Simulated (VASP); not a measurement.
# Cs (Fm-3m) in VASP: further runs

The runs below take Cs through single point, with PBE+D3(BJ), PBE+D4, PBE, LDA.

All numbers are computed with VASP 6.6.1; they aren't measurements. Logs are shortened: lines on timing, memory, paths and dates and some standing lists are left out, and cuts for length are marked.

**1. The cell of the first run**

Symmetry: Fm-3m, No. 225, cubic system. The conventional cell has a = 7.654 Å, b = 7.654 Å, c = 7.654 Å, α = 90.00°, β = 90.00°, γ = 90.00°.

**2. Single point, PBE+D3(BJ)**

INCAR reads:

```
ALGO = Fast ; EDIFF = 1E-7
ENCUT = 520 ; GGA = PE
ISIF = 2 ; ISMEAR = -1
IVDW = 12 ; LASPH = True
LCHARG = True ; LELF = True
LREAL = False ; LVHAR = True
LWAVE = False ; NBANDS = 10
NELM = 60 ; PREC = Accurate
SIGMA = 0.05
```

KPOINTS reads:

```
k-points
0
Gamma
  6 6 6
```

POSCAR reads:

```
Cs
1.0
    0.0000000000      3.8270203776      3.8270203776
    3.8270203776      0.0000000000      3.8270203776
    3.8270203776      3.8270203776      0.0000000000
Cs
1
Direct
    0.0000000000      0.0000000000      0.0000000000
```

Potentials or basis: VASP PAW PBE potentials, release 64 (Cs_sv).

Started as:

```
$ cat potpaw_PBE.64/Cs_sv/POTCAR > POTCAR
$ mpirun -np 1 vasp_std > vasp.out
```

OUTCAR:

```text
EDIFF = 1E-7
   ENCUT = 520
   GGA = PE
   ISIF = 2
   ISMEAR = -1
   IVDW = 12
   LASPH = True
   LREAL = False
   NELM = 60
   PREC = Accurate
 IVDW          = 12

 ion  position               nearest neighbor table
   1  0.000  0.000  0.000-

  LATTYP: Found a face centered cubic cell.
 ALAT       =     7.6540407552

  Lattice vectors:

 A1 = (   0.0000000000,   3.8270203776,   3.8270203776)
 A2 = (   3.8270203776,   0.0000000000,   3.8270203776)
 A3 = (   3.8270203776,   3.8270203776,   0.0000000000)

Analysis of symmetry for initial positions (statically):
=====================================================================
 Subroutine PRICEL returns:
 Original cell was already a primitive cell.

 Routine SETGRP: Setting up the symmetry group for a
 face centered cubic supercell.

 Subroutine GETGRP returns: Found 48 space group operations
 (whereof 48 operations were pure point group operations)
 out of a pool of 48 trial point group operations.

The static configuration has the point symmetry O_h .

Analysis of symmetry for dynamics (positions and initial velocities):
=====================================================================
 Subroutine PRICEL returns:
 Original cell was already a primitive cell.

 Routine SETGRP: Setting up the symmetry group for a
 face centered cubic supercell.

 Subroutine GETGRP returns: Found 48 space group operations
 (whereof 48 operations were pure point group operations)
 out of a pool of 48 trial point group operations.

The dynamic configuration has the point symmetry O_h .

 Subroutine INISYM returns: Found 48 space group operations
 (whereof 48 operations are pure point group operations),
 and found     1 'primitive' translations

----------------------------------------------------------------------------------------

                                     Primitive cell

  volume of cell :     112.1017

  direct lattice vectors                    reciprocal lattice vectors
     0.000000000  3.827020378  3.827020378    -0.130649945  0.130649945  0.130649945
     3.827020378  0.000000000  3.827020378     0.130649945 -0.130649945  0.130649945
     3.827020378  3.827020378  0.000000000     0.130649945  0.130649945 -0.130649945

  length of vectors
     5.412224121  5.412224121  5.412224121     0.226292342  0.226292342  0.226292342

  position of ions in fractional coordinates (direct lattice)
     0.000000000  0.000000000  0.000000000

  ion indices of the primitive-cell ions
   primitive index   ion index
                 1           1

----------------------------------------------------------------------------------------

 KPOINTS: k-points

Automatic generation of k-mesh.
 Grid dimensions read from file:
 generate k-points for:    6    6    6

 Generating k-lattice:

  Cartesian coordinates                     Fractional coordinates (reciprocal lattice)
    -0.021774991  0.021774991  0.021774991     0.166666667  0.000000000  0.000000000
     0.021774991 -0.021774991  0.021774991     0.000000000  0.166666667  0.000000000
     0.021774991  0.021774991 -0.021774991     0.000000000  0.000000000  0.166666667

  Length of vectors
     0.037715390  0.037715390  0.037715390

  Shift w.r.t. Gamma in fractional coordinates (k-lattice)
     0.000000000  0.000000000  0.000000000

 Subroutine IBZKPT returns following result:
 ===========================================

 Found     16 irreducible k-points:

 Following reciprocal coordinates:
            Coordinates               Weight
  0.000000  0.000000  0.000000      1.000000
  0.166667  0.000000  0.000000      8.000000
  0.333333  0.000000  0.000000      8.000000
  0.500000  0.000000  0.000000      4.000000
  0.166667  0.166667  0.000000      6.000000
  0.333333  0.166667  0.000000     24.000000
[... 8 lines left out ...]
 -0.333333  0.333333  0.166667     24.000000
 -0.333333  0.500000  0.166667     12.000000
   k-points           NKPTS =     16   k-points in BZ     NKDIM =     16   number of bands    NBANDS=     10
   number of dos      NEDOS =    301   number of ions     NIONS =      1
   total plane-waves  NPLWV =  64000
   dimension x,y,z NGX =    40 NGY =   40 NGZ =   40
   dimension x,y,z NGXF=    80 NGYF=   80 NGZF=   80
   ions per type =               1
   NGX,Y,Z   is equivalent  to a cutoff of  12.29, 12.29, 12.29 a.u.
   NGXF,Y,Z  is equivalent  to a cutoff of  24.57, 24.57, 24.57 a.u.
 SYSTEM =  unknown system
   PREC   = accura    normal or accurate (medium, high low for compatibility)
   ISTART =      0    job   : 0-new  1-cont  2-samecut
   ICHARG =      2    charge: 1-file 2-atom 10-const
   ISPIN  =      1    spin polarized calculation?
   LNONCOLLINEAR =      F non collinear calculations
   LSORBIT =      F    spin-orbit coupling
   LASPH  =      T    aspherical Exc in radial PAW
   ENCUT  =  520.0 eV  38.22 Ry    6.18 a.u.  10.06 10.06 10.06*2*pi/ulx,y,z
   NELM   =     60;   NELMIN=  2; NELMDL= -5     # of ELM steps
   EDIFF  = 0.1E-06   stopping-criterion for ELM
   LREAL  =      F    real-space projection
   EDIFFG = 0.1E-05   stopping-criterion for IOM
   NSW    =      0    number of steps for IOM
   IBRION =     -1    ionic relax: 0-MD 1-quasi-New 2-CG
   NFREE  =      0    steps in history (QN), initial steepest desc. (CG)
   ISIF   =      2    stress and relaxation
   ISYM   =      2    0-nonsym 1-usesym 2-fastsym
   POTIM  = 0.5000    time-step for ionic-motion
   TEBEG  =    0.0;   TEEND  =   0.0 temperature during run
   PSTRESS=    0.0 pullay stress
   NELECT =       9.0000    total number of electrons
   NUPDOWN=      -1.0000    fix difference up-down
   EMIN   =  10.00;   EMAX   =-10.00  energy-range for DOS
   EFERMI =   0.00;   METHOD = LEGACY
   ISMEAR =    -1;   SIGMA  =   0.05  broadening in eV -4-tet -1-fermi 0-gaus
   EFERMI_NEDOS =   21; number of points for ismear=-14 and -15
   IALGO  =     68    algorithm
   IMIX   =      4    mixing-type and parameters
     AMIX     =   0.40;   BMIX     =  1.00
     AMIX_MAG =   1.60;   BMIX_MAG =  1.00
  volume/ion in A,a.u.               =     112.10       756.50
  Fermi-wavevector in a.u.,A,eV,Ry     =   0.706239  1.334598  6.786222  0.498773
  Thomas-Fermi vector in A             =   1.791966
   LORBIT       =      0    0 simple, 1 ext, 2 COOP (PROOUT), +10 PAW based schemes
   GGA     = PE    functional components
   LHFCALC =     F    Hartree Fock is set to
   AEXX    =    0.0000 exact exchange contribution
   IVDW    =    12    specifies the selected vdW correction
   LEPSILON=     F    determine dielectric tensor
   LRPA    =     F    only Hartree local field effects (RPA)
 non-spin polarized calculation
 RMM-DIIS sequential band-by-band and
  energy-cutoff  :      520.00
  volume of cell :      112.10
 maximum number of plane-waves:      3042
   NGX = 21   NGY = 21   NGZ = 21

 number of electron       9.0000000 magnetization

 Free energy of the ion-electron system (eV)
  ---------------------------------------------------
  ext. energy  EPLUGINS =         0.00000000
  ---------------------------------------------------
  free energy    TOTEN  =        -0.84445900 eV

  energy without entropy =       -0.82998852  energy(sigma->0) =       -0.83722376

 E-fermi :   0.4996     XC(G=0):  -5.4710

 val. band max:        0.4800780884   @ k =   0.5000   0.0000   0.0000
 cond. band min:       0.6227878379   @ k =   0.5000   0.1667   0.0000
 fundamental gap:      0.1427097495
 Fermi energy:         0.4996419273

 k-point     1 :       0.0000    0.0000    0.0000
  band No.  band energies     occupation
      1     -23.3194      2.00000
      2     -10.0603      2.00000
      3     -10.0603      2.00000
      4     -10.0603      2.00000
      5      -1.1866      2.00000
      6       2.9808      0.00000
      7       2.9808      0.00000
      8       2.9808      0.00000
      9       4.0923      0.00000
     10       4.0923      0.00000

 k-point     2 :       0.1667    0.0000    0.0000
  band No.  band energies     occupation
      1     -23.3177      2.00000
      2     -10.0985      2.00000
      3     -10.0654      2.00000
      4     -10.0654      2.00000
      5      -0.8953      2.00000
      6       2.5102      0.00000
      7       3.0831      0.00000
      8       3.0831      0.00000
      9       3.9218      0.00000
     10       3.9218      0.00000

 k-point     3 :       0.3333    0.0000    0.0000
  band No.  band energies     occupation
      1     -23.3143      2.00000
      2     -10.1726      2.00000
      3     -10.0755      2.00000
      4     -10.0755      2.00000
      5      -0.1489      2.00000
      6       1.7976      0.00000
      7       2.9642      0.00000
      8       2.9642      0.00000
      9       4.3042      0.00000
     10       4.3042      0.00000

 k-point     4 :       0.5000    0.0000    0.0000
  band No.  band energies     occupation
      1     -23.3126      2.00000
      2     -10.2086      2.00000
      3     -10.0805      2.00000
      4     -10.0805      2.00000
      5       0.4801      1.19318
      6       1.3061      0.00000
      7       2.8347      0.00000
      8       2.8347      0.00000
      9       4.9069      0.00000
     10       4.9154      0.00000

 k-point     5 :       0.1667    0.1667    0.0000
  band No.  band energies     occupation
      1     -23.3171      2.00000
      2     -10.0973      2.00000
      3     -10.0739      2.00000
      4     -10.0739      2.00000
      5      -0.7995      2.00000
      6       2.4337      0.00000
      7       3.1681      0.00000
      8       3.1681      0.00000
      9       3.2944      0.00000
     10       4.2606      0.00000

 k-point     6 :       0.3333    0.1667    0.0000
  band No.  band energies     occupation
      1     -23.3143      2.00000
      2     -10.1515      2.00000
      3     -10.0861      2.00000
      4     -10.0856      2.00000
      5      -0.1990      2.00000
      6       1.9583      0.00000
      7       2.6224      0.00000
      8       3.2376      0.00000
      9       3.7266      0.00000
     10       4.5514      0.00000

 k-point     7 :       0.5000    0.1667    0.0000
  band No.  band energies     occupation
      1     -23.3120      2.00000
      2     -10.1935      2.00000
      3     -10.1025      2.00000
      4     -10.0890      2.00000
      5       0.6228      0.15700
      6       1.3799      0.00000
      7       2.4034      0.00000
      8       3.0787      0.00000
      9       4.3564      0.00000
     10       4.9493      0.00000

 k-point     8 :      -0.3333    0.1667    0.0000
  band No.  band energies     occupation
      1     -23.3126      2.00000
      2     -10.1820      2.00000
      3     -10.1073      2.00000
      4     -10.0806      2.00000
      5       0.3688      1.86381
      6       1.6195      0.00000
      7       2.3697      0.00000
      8       3.0944      0.00000
      9       4.1624      0.00000
     10       4.9915      0.00000

 k-point     9 :      -0.1667    0.1667    0.0000
  band No.  band energies     occupation
      1     -23.3154      2.00000
      2     -10.1342      2.00000
      3     -10.0895      2.00000
      4     -10.0688      2.00000
      5      -0.4443      2.00000
      6       2.1652      0.00000
      7       2.7265      0.00000
      8       3.4037      0.00000
      9       3.4094      0.00000
     10       4.4107      0.00000

 k-point    10 :       0.3333    0.3333    0.0000
  band No.  band energies     occupation
      1     -23.3126      2.00000
      2     -10.1668      2.00000
      3     -10.1008      2.00000
      4     -10.1008      2.00000
      5       0.1563      1.99792
      6       1.7827      0.00000
      7       2.2561      0.00000
      8       3.7705      0.00000
      9       3.7705      0.00000
     10       4.6655      0.00000

 k-point    11 :       0.5000    0.3333    0.0000
  band No.  band energies     occupation
      1     -23.3109      2.00000
      2     -10.1848      2.00000
      3     -10.1235      2.00000
      4     -10.1058      2.00000
      5       0.7652      0.00981
      6       1.5816      0.00000
      7       1.9783      0.00000
      8       3.7652      0.00000
      9       3.9866      0.00000
     10       5.0379      0.00000

 k-point    12 :      -0.3333    0.3333    0.0000
  band No.  band energies     occupation
      1     -23.3109      2.00000
      2     -10.1603      2.00000
      3     -10.1593      2.00000
      4     -10.0957      2.00000
      5       1.1400      0.00001
      6       1.4339      0.00000
      7       1.8257      0.00000
      8       3.4368      0.00000
      9       3.8448      0.00000
     10       4.4609      0.00000

 k-point    13 :       0.5000    0.5000    0.0000
  band No.  band energies     occupation
      1     -23.3103      2.00000
      2     -10.1996      2.00000
      3     -10.1142      2.00000
      4     -10.1142      2.00000
      5       0.7689      0.00913
      6       1.5442      0.00000
      7       1.9934      0.00000
      8       4.6126      0.00000
      9       4.6134      0.00000
     10       4.9618      0.00000

 k-point    14 :       0.5000    0.3333    0.1667
  band No.  band energies     occupation
      1     -23.3120      2.00000
      2     -10.1710      2.00000
      3     -10.1204      2.00000
      4     -10.0933      2.00000
      5       0.4627      1.35322
      6       1.7872      0.00000
      7       2.0236      0.00000
      8       3.3430      0.00000
      9       3.9862      0.00000
     10       4.9551      0.00000

 k-point    15 :      -0.3333    0.3333    0.1667
  band No.  band energies     occupation
      1     -23.3109      2.00000
      2     -10.1753      2.00000
      3     -10.1383      2.00000
      4     -10.1017      2.00000
      5       1.2501      0.00000
      6       1.2562      0.00000
      7       1.9587      0.00000
      8       3.0744      0.00000
      9       4.1795      0.00000
     10       4.9913      0.00000

 k-point    16 :      -0.3333    0.5000    0.1667
  band No.  band energies     occupation
      1     -23.3103      2.00000
      2     -10.1785      2.00000
      3     -10.1358      2.00000
      4     -10.1153      2.00000
      5       1.0934      0.00001
      6       1.6328      0.00000
      7       1.8541      0.00000
      8       3.0002      0.00000
      9       4.8614      0.00000
     10       4.9861      0.00000

------------------------ aborting loop because EDIFF is reached ----------------------------------------

 Edisp (eV)   -0.09077

 E8    (eV) :    -0.0542

  FORCE on cell =-STRESS in cart. coord.  units (eV):
  Direction    XX          YY          ZZ          XY          YZ          ZX
  --------------------------------------------------------------------------------------
  -------------------------------------------------------------------------------------
  Total      -0.00677    -0.00677    -0.00677     0.00000     0.00000    -0.00000
  in kB      -0.09683    -0.09683    -0.09683     0.00000     0.00000    -0.00000
  external pressure =       -0.10 kB  Pullay stress =        0.00 kB

 VOLUME and BASIS-vectors are now :
 -----------------------------------------------------------------------------
  energy-cutoff  :      520.00
  volume of cell :      112.10
      direct lattice vectors                 reciprocal lattice vectors
     0.000000000  3.827020378  3.827020378    -0.130649945  0.130649945  0.130649945
     3.827020378  0.000000000  3.827020378     0.130649945 -0.130649945  0.130649945
     3.827020378  3.827020378  0.000000000     0.130649945  0.130649945 -0.130649945

 POSITION                                       TOTAL-FORCE (eV/Angst)
 -----------------------------------------------------------------------------------
      0.00000      0.00000      0.00000         0.000000      0.000000     -0.000000
 -----------------------------------------------------------------------------------
    total drift:                               -0.000000     -0.000000     -0.000000

  FREE ENERGIE OF THE ION-ELECTRON SYSTEM (eV)
  ---------------------------------------------------
  free  energy   TOTEN  =        -0.9352260198 eV

  energy  without entropy=       -0.9207555333  energy(sigma->0) =       -0.92799078
```

It took 12 s on 1 thread of Intel Xeon 6975P-C (Granite Rapids), shared host; peak memory 0.23 GiB.

What came out:

```
Free energy                : -0.9352 eV
Pressure                   : 0.0 GPa
Dispersion energy per atom : -0.091 eV
```

Levels at points of the mesh, in eV from the Fermi level:
| k point | band 3 | band 4 | band 5 | band 6 | band 7 | band 8 |
| --- | --- | --- | --- | --- | --- | --- |
| (0.00, 0.00, 0.00) | -10.56 | -10.56 | -1.69 | 2.48 | 2.48 | 2.48 |
| (0.50, 0.00, 0.00) | -10.58 | -10.58 | -0.02 | 0.81 | 2.34 | 2.34 |
| (0.50, 0.50, 0.00) | -10.61 | -10.61 | 0.27 | 1.04 | 1.49 | 4.11 |

Caveat: spin-orbit coupling is left out, which moves the levels of the heavy elements; pairwise dispersion overbinds metals, which lowers pressure and volume.

**3. Single point, PBE+D3(BJ)**

This run uses another cell than the first one, of 112.35 Å³/atom, 1.002 times its volume.

INCAR reads:

```
SYSTEM = Cs
PREC = Accurate
ENCUT = 520
EDIFF = 1E-6
ISMEAR = -1
SIGMA = 0.05
LREAL = .FALSE.
LASPH = .TRUE.
NELM = 60
ALGO = Normal
ISIF = 2
LWAVE = .FALSE.
LCHARG = .FALSE.
GGA = PE
IVDW = 12
NBANDS = 10
```

KPOINTS reads:

```
Automatic mesh
0
G
  6 6 6
  0 0 0
```

POSCAR reads:

```
Cs
1.0
    0.0000000000      3.8298428475      3.8298428475
    3.8298428475      0.0000000000      3.8298428475
    3.8298428475      3.8298428475      0.0000000000
Cs
1
Direct
    0.0000000000      0.0000000000      0.0000000000
```

Potentials or basis: VASP PAW PBE potentials, release 64 (Cs_sv).

Started as:

```
$ cat potpaw_PBE.64/Cs_sv/POTCAR > POTCAR
$ mpirun -np 1 vasp_std > vasp.out
```

Run time: 8.5 s. Hardware: 1 thread of Intel Xeon 6975P-C (Granite Rapids), shared host; peak memory 0.23 GiB.

It converged, with:

* Free energy: -0.9352 eV
* Pressure: 0.0 GPa
* Dispersion energy per atom: -0.091 eV

Levels at points of the mesh, in eV from the Fermi level:
| k point | band 2 | band 3 | band 4 | band 5 | band 6 | band 7 | band 8 | band 9 |
| --- | --- | --- | --- | --- | --- | --- | --- | --- |
| (0.00, 0.00, 0.00) | -10.56 | -10.56 | -10.56 | -1.68 | 2.48 | 2.48 | 2.48 | 3.59 |
| (0.50, 0.00, 0.00) | -10.71 | -10.58 | -10.58 | -0.02 | 0.80 | 2.33 | 2.33 | 4.40 |
| (0.50, 0.50, 0.00) | -10.70 | -10.61 | -10.61 | 0.27 | 1.05 | 1.49 | 4.11 | 4.11 |

Caveat: three body term missing; spin-orbit coupling is left out, which moves the levels of the heavy elements; pairwise dispersion overbinds metals, which lowers pressure and volume.

**4. Single point, PBE+D4**

This run uses another cell than the first one, of 112.83 Å³/atom, 1.007 times its volume.

INCAR reads:

```
PREC = Accurate
ENCUT = 520
EDIFF = 1E-7
ISMEAR = -1
SIGMA = 0.05
LREAL = F
LASPH = T
NELM = 60
ALGO = Normal
ISIF = 2
LWAVE = F
LCHARG = F
GGA = PE
IVDW = 13
NBANDS = 10
```

KPOINTS reads:

```
Automatic mesh
0
Gamma
  6 6 6
```

POSCAR reads:

```
Cs
1.0
    0.0000000000      3.8353372942      3.8353372942
    3.8353372942      0.0000000000      3.8353372942
    3.8353372942      3.8353372942      0.0000000000
Cs
1
Direct
    0.0000000000      0.0000000000      0.0000000000
```

Started as:

```
$ cat potpaw_PBE.64/Cs_sv/POTCAR > POTCAR
$ mpirun -np 1 vasp_std > vasp.out
```

Run time: 9.5 s. Hardware: 1 thread of Intel Xeon 6975P-C (Granite Rapids), shared host; peak memory 0.23 GiB.

The run converged. Its results:

| Item | Value |
| --- | --- |
| Free energy | -0.9102 eV |
| Pressure | 0.0 GPa |
| Dispersion energy per atom | -0.065 eV |

Levels at points of the mesh, in eV from the Fermi level:
| k point | band 1 | band 2 | band 3 | band 4 | band 5 | band 6 | band 7 | band 8 | band 9 | band 10 |
| --- | --- | --- | --- | --- | --- | --- | --- | --- | --- | --- |
| (0.00, 0.00, 0.00) | -23.82 | -10.56 | -10.56 | -10.56 | -1.68 | 2.48 | 2.48 | 2.48 | 3.58 | 3.58 |
| (0.50, 0.00, 0.00) | -23.82 | -10.71 | -10.58 | -10.58 | -0.02 | 0.80 | 2.33 | 2.33 | 4.39 | 4.39 |
| (0.50, 0.50, 0.00) | -23.81 | -10.70 | -10.62 | -10.62 | 0.27 | 1.05 | 1.48 | 4.09 | 4.09 | 4.41 |

Caveat: spin-orbit coupling is left out, which moves the levels of the heavy elements; pairwise dispersion overbinds metals, which lowers pressure and volume.

(Part 1 of 2 ends here.)
